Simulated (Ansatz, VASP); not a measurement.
**LiCl in VASP and in Ansatz**

```xyz
2
Lattice="0.0000 2.7477 2.7477 2.7477 0.0000 2.7477 2.7477 2.7477 0.0000" Properties=species:S:1:pos:R:3 pbc="T T T"
Li    0.0000    0.0000    0.0000
Cl    4.1215    4.1215    4.1215
```

Alike in both runs: functional PBE; k mesh 6 × 6 × 6; occupations gaussian, width 0.1 eV; no spin polarisation.

Ansatz relaxed the structure, and its values are those at the end. VASP's run is a single point on that final structure, the one shown.

```csv
,VASP,Ansatz
version,VASP 6.6.1,Ansatz 0.2.0
potentials or method,"VASP PAW PBE potentials, release 64 (Li_sv, Cl), cutoff 520 eV","scalar-relativistic, plane waves, PAW"
valence electrons in the cell,10,10
```

|  | VASP | Ansatz | Ansatz less VASP |
| --- | --- | --- | --- |
| gap on the k mesh at the Fermi level (eV) | 6.00 | 5.99 | -0.006 |
| least direct gap on the mesh (eV) | 6.00 | 5.99 | -0.006 |

Noted on VASP's run: the cutoff is short for stress, so the pressure is rough.
